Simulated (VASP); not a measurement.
# Ge (P6_3/mmc) in VASP: notebook

Runs on Ge. Level: PBE. Tasks: single point.

All numbers are computed with VASP 6.6.1; they aren't measurements. Logs are shortened: lines on timing, memory, paths and dates and some standing lists are left out, and cuts for length are marked.

## (1) The cell of the first run

Symmetry: P6_3/mmc, No. 194, hexagonal system. Conventional cell: a = 4.013 Å, b = 4.013 Å, c = 13.690 Å, α = 90.00°, β = 90.00°, γ = 120.00°. Within 3.2 Å of Ge (site symmetry 3m) lie 4 Ge at 2.42 to 2.86 Å. Within 3.2 Å of Ge (site symmetry 3m) lie 4 Ge at 2.42 to 2.58 Å.

This isn't the form of Ge at room conditions, which is diamond.

## (2) Single point, PBE

Input file INCAR:

```
PREC = Accurate
ENCUT = 520
EDIFF = 1E-6
ISMEAR = 0
SIGMA = 0.15
LREAL = False
LASPH = True
NELM = 80
ALGO = Normal
ISIF = 2
LWAVE = False
LCHARG = True
GGA = PE
LELF = True
LVHAR = True
NBANDS = 66
```

Input file KPOINTS:

```
Automatic mesh
0
Gamma
  15 15 4
```

Input file POSCAR:

```
Ge
1.0
    4.0130515014      0.0000000000      0.0000000000
   -2.0065257507      3.4754045469      0.0000000000
    0.0000000000      0.0000000000     13.6897225868
Ge
8
Direct
    0.0000000000      0.0000000000      0.3955272934
    0.0000000000      0.0000000000      0.6044727066
    0.0000000000      0.0000000000      0.8955272934
    0.0000000000      0.0000000000      0.1044727066
    0.3333333333      0.6666666667      0.3442031336
    0.6666666667      0.3333333333      0.6557968664
    0.6666666667      0.3333333333      0.8442031336
    0.3333333333      0.6666666667      0.1557968664
```

Potentials or basis: VASP PAW PBE potentials, release 64 (Ge_d).

Command:

```sh
cat potpaw_PBE.64/Ge_d/POTCAR > POTCAR
mpirun -np 1 vasp_std > vasp.out
```

OUTCAR:

```text
PREC = Accurate
   ENCUT = 520
   EDIFF = 1E-6
   ISMEAR = 0
   LREAL = False
   LASPH = True
   NELM = 80
   ISIF = 2
   GGA = PE

 ion  position               nearest neighbor table
   1  0.000  0.000  0.396-   5 2.42   5 2.42   5 2.42   2 2.86
   2  0.000  0.000  0.604-   6 2.42   6 2.42   6 2.42   1 2.86
   3  0.000  0.000  0.896-   7 2.42   7 2.42   7 2.42   4 2.86
   4  0.000  0.000  0.104-   8 2.42   8 2.42   8 2.42   3 2.86
   5  0.333  0.667  0.344-   1 2.42   1 2.42   1 2.42   8 2.58
   6  0.667  0.333  0.656-   2 2.42   2 2.42   2 2.42   7 2.58
   7  0.667  0.333  0.844-   3 2.42   3 2.42   3 2.42   6 2.58
   8  0.333  0.667  0.156-   4 2.42   4 2.42   4 2.42   5 2.58

  LATTYP: Found a hexagonal cell.
 ALAT       =     4.0130515014
 C/A-ratio  =     3.4113000000

  Lattice vectors:

 A1 = (   4.0130515014,   0.0000000000,   0.0000000000)
 A2 = (  -2.0065257507,   3.4754045469,   0.0000000000)
 A3 = (   0.0000000000,   0.0000000000,  13.6897225868)

Analysis of symmetry for initial positions (statically):
=====================================================================
 Subroutine PRICEL returns:
 Original cell was already a primitive cell.

 Routine SETGRP: Setting up the symmetry group for a
 hexagonal supercell.

 Subroutine GETGRP returns: Found 24 space group operations
 (whereof 12 operations were pure point group operations)
 out of a pool of 24 trial point group operations.

The static configuration has the point symmetry D_3d.
 The point group associated with its full space group is D_6h.

Analysis of symmetry for dynamics (positions and initial velocities):
=====================================================================
 Subroutine PRICEL returns:
 Original cell was already a primitive cell.

 Routine SETGRP: Setting up the symmetry group for a
 hexagonal supercell.

 Subroutine GETGRP returns: Found 24 space group operations
 (whereof 12 operations were pure point group operations)
 out of a pool of 24 trial point group operations.

The dynamic configuration has the point symmetry D_3d.
 The point group associated with its full space group is D_6h.

 Subroutine INISYM returns: Found 24 space group operations
 (whereof 12 operations are pure point group operations),
 and found     1 'primitive' translations

----------------------------------------------------------------------------------------

                                     Primitive cell

  volume of cell :     190.9303

  direct lattice vectors                    reciprocal lattice vectors
     4.013051501  0.000000000  0.000000000     0.249186934  0.143868143  0.000000000
    -2.006525751  3.475404547  0.000000000     0.000000000  0.287736287  0.000000000
     0.000000000  0.000000000 13.689722587     0.000000000  0.000000000  0.073047499

  length of vectors
     4.013051501  4.013051501 13.689722587     0.287736287  0.287736287  0.073047499

  position of ions in fractional coordinates (direct lattice)
     0.000000000  0.000000000  0.395527293
     0.000000000  0.000000000  0.604472707
     0.000000000  0.000000000  0.895527293
     0.000000000  0.000000000  0.104472707
     0.333333333  0.666666667  0.344203134
     0.666666667  0.333333333  0.655796866
     0.666666667  0.333333333  0.844203134
     0.333333333  0.666666667  0.155796866

  ion indices of the primitive-cell ions
   primitive index   ion index
                 1           1
                 2           2
                 3           3
                 4           4
                 5           5
                 6           6
                 7           7
                 8           8

----------------------------------------------------------------------------------------

 KPOINTS: Automatic mesh

Automatic generation of k-mesh.
 Grid dimensions read from file:
 generate k-points for:   15   15    4

 Generating k-lattice:

  Cartesian coordinates                     Fractional coordinates (reciprocal lattice)
     0.016612462  0.009591210  0.000000000     0.066666667  0.000000000  0.000000000
     0.000000000  0.019182419  0.000000000     0.000000000  0.066666667  0.000000000
     0.000000000  0.000000000  0.018261875     0.000000000  0.000000000  0.250000000

  Length of vectors
     0.019182419  0.019182419  0.018261875

  Shift w.r.t. Gamma in fractional coordinates (k-lattice)
     0.000000000  0.000000000  0.000000000

 Subroutine IBZKPT returns following result:
 ===========================================

 Found     81 irreducible k-points:

 Following reciprocal coordinates:
            Coordinates               Weight
  0.000000  0.000000  0.000000      1.000000
  0.066667 -0.000000  0.000000      6.000000
  0.133333 -0.000000  0.000000      6.000000
  0.200000 -0.000000  0.000000      6.000000
  0.266667 -0.000000  0.000000      6.000000
  0.333333 -0.000000  0.000000      6.000000
[... 16 lines left out ...]
  0.333333  0.200000  0.000000     12.000000
[... 31 lines left out ...]
   NELECT =     112.0000    total number of electrons
   NUPDOWN=      -1.0000    fix difference up-down
   EMIN   =  10.00;   EMAX   =-10.00  energy-range for DOS
   EFERMI =   0.00;   METHOD = LEGACY
   ISMEAR =     0;   SIGMA  =   0.15  broadening in eV -4-tet -1-fermi 0-gaus
   EFERMI_NEDOS =   21; number of points for ismear=-14 and -15
   IALGO  =     38    algorithm
   IMIX   =      4    mixing-type and parameters
     AMIX     =   0.40;   BMIX     =  1.00
     AMIX_MAG =   1.60;   BMIX_MAG =  1.00
  volume/ion in A,a.u.               =      23.87       161.06
  Fermi-wavevector in a.u.,A,eV,Ry     =   1.370427  2.589732 25.552698  1.878070
  Thomas-Fermi vector in A             =   2.496214
   LORBIT       =      0    0 simple, 1 ext, 2 COOP (PROOUT), +10 PAW based schemes
   GGA     = PE    functional components
   LHFCALC =     F    Hartree Fock is set to
   AEXX    =    0.0000 exact exchange contribution
   IVDW    =     0    specifies the selected vdW correction
   LEPSILON=     F    determine dielectric tensor
   LRPA    =     F    only Hartree local field effects (RPA)
 non-spin polarized calculation
 Gauss-broadening in eV      SIGMA  =   0.15
  energy-cutoff  :      520.00
  volume of cell :      190.93
 maximum number of plane-waves:      5189
 NGX is ok and might be reduce to    30

 number of electron     112.0000078 magnetization

 Free energy of the ion-electron system (eV)
  ---------------------------------------------------
  ext. energy  EPLUGINS =         0.00000000
  ---------------------------------------------------
  free energy    TOTEN  =       -35.29728821 eV

  energy without entropy =      -35.29206524  energy(sigma->0) =      -35.29467672

 E-fermi :   4.7360     XC(G=0):  -9.6671

 val. band max:        4.7334066123   @ k =   0.4667  -0.0000   0.0000
 cond. band min:       4.7783594730   @ k =   0.0667  -0.0000   0.0000
 fundamental gap:      0.0449528607
 Fermi energy:         4.7360376742

 k-point     1 :       0.0000    0.0000    0.0000
  band No.  band energies     occupation
      1     -20.3465      2.00000
      2     -20.3465      2.00000
      3     -20.3447      2.00000
      4     -20.3447      2.00000
      5     -20.3364      2.00000
      6     -20.3364      2.00000
[... 58 lines left out ...]
     65       7.6208      0.00000
     66       8.3569      0.00000

 k-point     2 :       0.0667   -0.0000    0.0000
  band No.  band energies     occupation
      1     -20.3494      2.00000
      2     -20.3490      2.00000
      3     -20.3469      2.00000
      4     -20.3468      2.00000
      5     -20.3388      2.00000
      6     -20.3381      2.00000
[... 58 lines left out ...]
     65       7.8225      0.00000
     66       8.2419      0.00000

 k-point     3 :       0.1333   -0.0000    0.0000
  band No.  band energies     occupation
      1     -20.3556      2.00000
      2     -20.3545      2.00000
      3     -20.3522      2.00000
      4     -20.3521      2.00000
      5     -20.3445      2.00000
      6     -20.3419      2.00000
[... 1438 lines left out ...]
     65       8.3952      0.00000
     66       9.1064      0.00000

 k-point    24 :       0.4000    0.2000    0.0000
  band No.  band energies     occupation
      1     -20.3930      2.00000
      2     -20.3927      2.00000
      3     -20.3868      2.00000
      4     -20.3864      2.00000
      5     -20.3542      2.00000
      6     -20.3523      2.00000
[... 58 lines left out ...]
     65       8.2871      0.00000
     66       9.1176      0.00000

 [... further k-points ...]

------------------------ aborting loop because EDIFF is reached ----------------------------------------

  FORCE on cell =-STRESS in cart. coord.  units (eV):
  Direction    XX          YY          ZZ          XY          YZ          ZX
  --------------------------------------------------------------------------------------
  -------------------------------------------------------------------------------------
  Total        5.3311302      5.3311302     -4.6660840      0.0000000      0.0000000      0.0000000
  in kB       44.7357917     44.7357917    -39.1551045      0.0000000      0.0000000      0.0000000
  external PRESSURE =      16.7721596 kB  Pullay stress =       0.0000000 kB

 VOLUME and BASIS-vectors are now :
 -----------------------------------------------------------------------------
  energy-cutoff  :      520.00
  volume of cell :      190.93
      direct lattice vectors                 reciprocal lattice vectors
     4.013051501  0.000000000  0.000000000     0.249186934  0.143868143  0.000000000
    -2.006525751  3.475404547  0.000000000     0.000000000  0.287736287  0.000000000
     0.000000000  0.000000000 13.689722587     0.000000000  0.000000000  0.073047499

 POSITION                                       TOTAL-FORCE (eV/Angst)
 -----------------------------------------------------------------------------------
      0.00000      0.00000      5.41466        -0.000000     -0.000000      1.764957
      0.00000      0.00000      8.27506         0.000000      0.000000     -1.764957
      0.00000      0.00000     12.25952         0.000000      0.000000      1.764957
      0.00000      0.00000      1.43020        -0.000000     -0.000000     -1.764957
     -0.00000      2.31694      4.71205         0.000000      0.000000     -0.752683
      2.00653      1.15847      8.97768        -0.000000     -0.000000      0.752683
      2.00653      1.15847     11.55691         0.000000      0.000000     -0.752683
     -0.00000      2.31694      2.13282         0.000000      0.000000      0.752683
 -----------------------------------------------------------------------------------
    total drift:                               -0.000000      0.000000     -0.000000

  FREE ENERGIE OF THE ION-ELECTRON SYSTEM (eV)
  ---------------------------------------------------
  free  energy   TOTEN  =       -35.2972882051 eV

  energy  without entropy=      -35.2920652353  energy(sigma->0) =      -35.29467672
```

Wall time 11 min (1 thread of Intel Xeon 6975P-C (Granite Rapids), shared host); peak memory 0.75 GiB.

Results:

```
Free energy            : -35.2973 eV
Pressure               : 1.7 GPa
Largest force          : 1.765 eV/Å
Band gap on the k mesh : zero (bands 56 and 57 overlap by 0.74 eV)
```

Forces in eV/Å, atoms in the order of the input:
```
Ge   0.000  0.000  1.765
Ge   0.000  0.000 -1.765
Ge   0.000  0.000  1.765
Ge   0.000  0.000 -1.765
Ge   0.000  0.000 -0.753
Ge   0.000  0.000  0.753
Ge   0.000  0.000 -0.753
Ge   0.000  0.000  0.753
```

Stress tensor (GPa, compression positive):
```
 4.47  0.00  0.00
 0.00  4.47  0.00
 0.00  0.00 -3.92
```

Levels at points of the mesh, in eV from the Fermi level:
```csv
k point,band 53,band 54,band 55,band 56,band 57,band 58,band 59,band 60
"(0.00, 0.00, 0.00)",-0.96,-0.66,-0.54,-0.54,-0.54,-0.13,0.35,0.54
"(0.00, 0.00, 0.50)",-0.72,-0.72,-0.72,-0.72,-0.34,-0.34,0.65,0.65
```

Caveat: semilocal functionals underestimate gaps, so a narrow gap can read as zero; forces of over 1 eV/Å act on the atoms, so gaps and moduli don't describe the material at rest.

## (3) Single point, PBE

Input file INCAR:

```
PREC = Accurate
ENCUT = 520
EDIFF = 1E-7
ISMEAR = 0
SIGMA = 0.15
LREAL = F
LASPH = T
NELM = 80
ALGO = Normal
ISIF = 2
LWAVE = F
LCHARG = F
GGA = PE
NBANDS = 66
```

KPOINTS is that of step 2.

Input file POSCAR:

```
Ge
1.0
    4.0130515014      0.0000000000      0.0000000000
   -2.0065257507      3.4754045469      0.0000000000
    0.0000000000      0.0000000000     13.6897225868
Ge
8
Direct
    0.0000000000      0.0000000000      0.4123984970
    0.0000000000      0.0000000000      0.5876015030
    0.0000000000      0.0000000000      0.9123984970
    0.0000000000      0.0000000000      0.0876015030
    0.3333333333      0.6666666667      0.3442031336
    0.6666666667      0.3333333333      0.6557968664
    0.6666666667      0.3333333333      0.8442031336
    0.3333333333      0.6666666667      0.1557968664
```

Potentials or basis: VASP PAW PBE potentials, release 64 (Ge_d).

Command:

```sh
cat potpaw_PBE.64/Ge_d/POTCAR > POTCAR
mpirun -np 1 vasp_std > vasp.out
```

It took 11 min on 1 thread of Intel Xeon 6975P-C (Granite Rapids), shared host; peak memory 0.75 GiB.

The run converged. Its results:

* Free energy: -35.8933 eV
* Pressure: 0.2 GPa
* Largest force: 1.044 eV/Å
* Band gap on the k mesh: zero (bands 56 and 57 overlap by 0.41 eV)

Forces in eV/Å, atoms in the order of the input:
```
Ge   0.000  0.000 -1.044
Ge   0.000  0.000  1.044
Ge   0.000  0.000 -1.044
Ge   0.000  0.000  1.044
Ge   0.000  0.000  0.024
Ge   0.000  0.000 -0.024
Ge   0.000  0.000  0.024
Ge   0.000  0.000 -0.024
```

Stress tensor (GPa, compression positive):
```
 0.87  0.00  0.00
 0.00  0.87  0.00
 0.00  0.00 -1.28
```

Levels at points of the mesh, in eV from the Fermi level:
```
           k point  band 52  band 53  band 54  band 55  band 56  band 57  band 58  band 59  band 60  band 61
(0.00, 0.00, 0.00)    -0.62    -0.61    -0.61    -0.58     0.18     0.18     0.37     0.79     0.97     2.41
(0.00, 0.00, 0.50)    -1.08    -0.14    -0.14    -0.14    -0.14     0.50     0.50     1.06     1.06     2.80
```

Caveat: semilocal functionals underestimate gaps, so a narrow gap can read as zero; forces of over 1 eV/Å act on the atoms, so gaps and moduli don't describe the material at rest.

## (4) Single point, PBE

This run uses another cell than the first one, of the same volume but with other edges.

Input file INCAR:

```
SYSTEM = Ge
PREC = Accurate ; ENCUT = 520
EDIFF = 1E-7 ; ISMEAR = 0
SIGMA = 0.15 ; LREAL = .False.
LASPH = .True. ; NELM = 100
ALGO = Normal ; ISIF = 2
LWAVE = .False. ; LCHARG = .False.
GGA = PE ; NBANDS = 66
```

Input file KPOINTS:

```
Automatic mesh
0
Gamma
  15 15 4
  0 0 0
```

Input file POSCAR:

```
Ge
1.0
    4.0658732115      0.0000000000      0.0000000000
   -2.0329366058      3.5211494897      0.0000000000
    0.0000000000      0.0000000000     13.3363336065
Ge
8
Direct
    0.0000000000      0.0000000000      0.4011510280
    0.0000000000      0.0000000000      0.5988489720
    0.0000000000      0.0000000000      0.9011510280
    0.0000000000      0.0000000000      0.0988489720
    0.3333333333      0.6666666667      0.3442031336
    0.6666666667      0.3333333333      0.6557968664
    0.6666666667      0.3333333333      0.8442031336
    0.3333333333      0.6666666667      0.1557968664
```

Command:

```sh
cat potpaw_PBE.64/Ge_d/POTCAR > POTCAR
mpirun -np 1 vasp_std > vasp.out
```

Wall time 9.2 min (1 thread of AMD EPYC 9R45 (Zen 5), shared host); peak memory 0.71 GiB.

Results (log left out):

* Free energy: -35.9136 eV
* Pressure: 0.2 GPa
* Largest force: 1.047 eV/Å
* Band gap on the k mesh: zero (bands 56 and 57 overlap by 0.32 eV)

Forces on the atoms (eV/Å):
```
Ge   0.000  0.000  1.047
Ge   0.000  0.000 -1.047
Ge   0.000  0.000  1.047
Ge   0.000  0.000 -1.047
Ge   0.000  0.000 -0.239
Ge   0.000  0.000  0.239
Ge   0.000  0.000 -0.239
Ge   0.000  0.000  0.239
```

Stress tensor (GPa, compression positive):
```
 1.05  0.00  0.00
 0.00  1.05  0.00
 0.00  0.00 -1.38
```

Levels at points of the mesh, in eV from the Fermi level:
```
           k point  band 52  band 53  band 54  band 55  band 56  band 57  band 58  band 59  band 60  band 61
(0.00, 0.00, 0.00)    -0.85    -0.85    -0.47    -0.45    -0.20    -0.20     0.04     0.30     0.44     2.27
(0.00, 0.00, 0.50)    -1.38    -0.47    -0.47    -0.47    -0.47    -0.24    -0.24     0.79     0.79     2.71
```

Caveat: semilocal functionals underestimate gaps, so a narrow gap can read as zero; forces of over 1 eV/Å act on the atoms, so gaps and moduli don't describe the material at rest.

## (5) Single point, PBE

This run uses another cell than the first one, of the same volume but with other edges.

Input file INCAR:

```
  ALGO = Normal
  EDIFF = 1E-6
  ENCUT = 520
  GGA = PE
  ISIF = 2
  ISMEAR = 0
  LASPH = True
  LCHARG = False
  LREAL = False
  LWAVE = False
  NBANDS = 66
  NELM = 80
  PREC = Accurate
  SIGMA = 0.15
```

Input file KPOINTS:

```
k-points
0
Gamma
  15 15 4
```

Input file POSCAR:

```
Ge
1.0
    4.0933312841      0.0000000000      0.0000000000
   -2.0466656421      3.5449288781      0.0000000000
    0.0000000000      0.0000000000     13.1580134127
Ge
8
Direct
    0.0000000000      0.0000000000      0.4180222316
    0.0000000000      0.0000000000      0.5819777684
    0.0000000000      0.0000000000      0.9180222316
    0.0000000000      0.0000000000      0.0819777684
    0.3333333333      0.6666666667      0.3442031336
    0.6666666667      0.3333333333      0.6557968664
    0.6666666667      0.3333333333      0.8442031336
    0.3333333333      0.6666666667      0.1557968664
```

Command:

```sh
cat potpaw_PBE.64/Ge_d/POTCAR > POTCAR
mpirun -np 1 vasp_std > vasp.out
```

It took 8.3 min on 1 thread of Intel Xeon 6975P-C (Granite Rapids), shared host; peak memory 0.74 GiB.

It converged, with:

- Free energy: -34.8383 eV
- Pressure: 2.4 GPa
- Largest force: 4.556 eV/Å
- Band gap on the k mesh: zero (bands 56 and 57 overlap by 0.58 eV)

Forces in eV/Å, atoms in the order of the input:
```
Ge   0.000  0.000 -4.556
Ge   0.000  0.000  4.556
Ge   0.000  0.000 -4.556
Ge   0.000  0.000  4.556
Ge   0.000  0.000  0.707
Ge   0.000  0.000 -0.707
Ge   0.000  0.000  0.707
Ge   0.000  0.000 -0.707
```

Stress tensor (GPa, compression positive):
```
-2.79  0.00  0.00
 0.00 -2.79  0.00
 0.00  0.00 12.63
```

Levels at points of the mesh, in eV from the Fermi level:
```
           k point  band 52  band 53  band 54  band 55  band 56  band 57  band 58  band 59  band 60  band 61
(0.00, 0.00, 0.00)    -0.92    -0.71    -0.71    -0.54     0.10     0.29     0.29     0.57     0.78     1.90
(0.00, 0.00, 0.50)    -1.45    -0.19    -0.19    -0.19    -0.19     0.20     0.20     0.87     0.87     2.49
```

Caveat: semilocal functionals underestimate gaps, so a narrow gap can read as zero; forces of over 1 eV/Å act on the atoms, so gaps and moduli don't describe the material at rest.

## (6) Summary

```tsv
cell	gap on the mesh (eV)	pressure (GPa)	largest force (eV/Å)
a = 4.013, b = 4.013, c = 13.690 Å, angles 90.0, 90.0, 120.0°, 8 atoms, atomic positions A	none	1.7	1.76
a = 4.013, b = 4.013, c = 13.690 Å, angles 90.0, 90.0, 120.0°, 8 atoms, atomic positions B	none	0.2	1.04
a = 4.066, b = 4.066, c = 13.336 Å, angles 90.0, 90.0, 120.0°, 8 atoms, atomic positions C	none	0.2	1.05
a = 4.093, b = 4.093, c = 13.158 Å, angles 90.0, 90.0, 120.0°, 8 atoms, atomic positions D	none	2.4	4.56
```

Alike in all rows: task single point; level PBE; potentials or basis VASP PAW PBE potentials, release 64 (Ge_d); no spin polarisation; k mesh 15 × 15 × 4; cutoff (eV) 520; smearing gaussian 0.15 eV.

Caveats: semilocal functionals underestimate gaps, so a narrow gap can read as zero; forces of over 1 eV/Å act on the atoms, so gaps and moduli don't describe the material at rest.

Absolute energies hang on the potentials; compare differences alone.
